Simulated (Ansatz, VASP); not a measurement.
**Two plane-wave programs on NbSi53**

```
CELL_PARAMETERS angstrom
0.00000 8.14068 8.14068
8.14068 0.00000 8.14068
8.14068 8.14068 0.00000
ATOMIC_POSITIONS crystal
Nb 0.24994 0.25054 0.25023
Si 0.25158 0.25126 0.58352
Si 0.25168 0.25132 0.91424
Si 0.25174 0.58296 0.25113
Si 0.25004 0.58331 0.58325
Si 0.25152 0.58362 0.91355
Si 0.25168 0.91388 0.25121
Si 0.25176 0.91434 0.58272
Si 0.24989 0.91674 0.91664
Si 0.58362 0.25103 0.25140
Si 0.58366 0.24990 0.58320
Si 0.58331 0.25133 0.91414
Si 0.58364 0.58317 0.24978
Si 0.58376 0.58324 0.58330
Si 0.58376 0.58345 0.91643
Si 0.58359 0.91397 0.25120
Si 0.58382 0.91638 0.58345
Si 0.58373 0.91651 0.91642
Si 0.91446 0.25108 0.25129
Si 0.91426 0.25137 0.58338
Si 0.91710 0.24957 0.91677
Si 0.91426 0.58346 0.25089
Si 0.91669 0.58349 0.58337
Si 0.91663 0.58351 0.91646
Si 0.91724 0.91648 0.24952
Si 0.91676 0.91660 0.58335
Si 0.91713 0.91685 0.91644
Si 0.16217 0.16150 0.16191
Si 0.16168 0.16176 0.51536
Si 0.16784 0.16734 0.83278
Si 0.16170 0.51569 0.16100
Si 0.16638 0.50017 0.50031
Si 0.16635 0.50035 0.83302
Si 0.16795 0.83229 0.16726
Si 0.16649 0.83305 0.50012
Si 0.16783 0.83287 0.83193
Si 0.51510 0.16158 0.16169
Si 0.50064 0.16593 0.50038
Si 0.50068 0.16610 0.83298
Si 0.50082 0.50000 0.16603
Si 0.50030 0.49996 0.49989
Si 0.50056 0.50036 0.83307
Si 0.50069 0.83297 0.16604
Si 0.50085 0.83296 0.50015
Si 0.50012 0.83331 0.83331
Si 0.83298 0.16713 0.16743
Si 0.83345 0.16615 0.50027
Si 0.83267 0.16743 0.83267
Si 0.83338 0.50011 0.16608
Si 0.83347 0.50034 0.50009
Si 0.83373 0.49965 0.83331
Si 0.83283 0.83268 0.16708
Si 0.83378 0.83332 0.49963
Si 0.83367 0.83337 0.83322
```

Alike in both runs: functional PBE; k mesh 1 × 1 × 1; occupations gaussian, width 0.05 eV; collinear spin.

Ansatz relaxed the structure, and its values are those at the end. VASP's run is a single point on that final structure, the one shown.

|  | VASP | Ansatz |
| --- | --- | --- |
| version | VASP 6.6.1 | Ansatz 0.2.0 |
| potentials or method | VASP PAW PBE potentials, release 64 (Nb_sv, Si), cutoff 520 eV | scalar-relativistic, plane waves, PAW |
| valence electrons in the cell | 225 | 225 |

|  | VASP | Ansatz | Ansatz less VASP |
| --- | --- | --- | --- |
| rms of the force components (eV/Å) | 0.011 | 0.010 | -0.0007 |
| net moment per atom (μB) | 0.03 | 0.03 | 0.000 |
| size of the moment on the site where the two differ most (μB) | 0.63 | 0.52 | -0.112 |

Site moments also hang on the region over which each program counts them.
